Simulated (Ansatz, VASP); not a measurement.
**One calculation of Hg, two programs**

```
Hg
1.0
     2.77358    0.00000    0.00000
     0.00000    2.77358    0.00000
     0.00000    0.00000    2.77358
Hg
1
Cartesian
  0.0000 0.0000 0.0000
```

Alike in both runs: task single point; functional LDA; k mesh 18 × 18 × 18; occupations fermi-dirac, width 0.1 eV; no spin polarisation.

```csv
,VASP,Ansatz
version,VASP 6.6.1,Ansatz 0.2.0
potentials or method,"VASP PAW LDA potentials, release 64 (Hg_sv_GW), cutoff 550 eV","plane waves (420 eV) with PAW, scalar-relativistic"
valence electrons in the cell,20,20
```

VASP gave:

```
pressure (GPa) : 10.5
```

Problem. Which values does Ansatz return?

Solution. Pressure (GPa): 10.3.

Ansatz warns that its potentials were made for another functional, while VASP's fit it. LDA's correlation is that of Perdew and Zunger in VASP and of Perdew and Wang (1992) in Ansatz.

Neither program's run includes spin-orbit coupling.
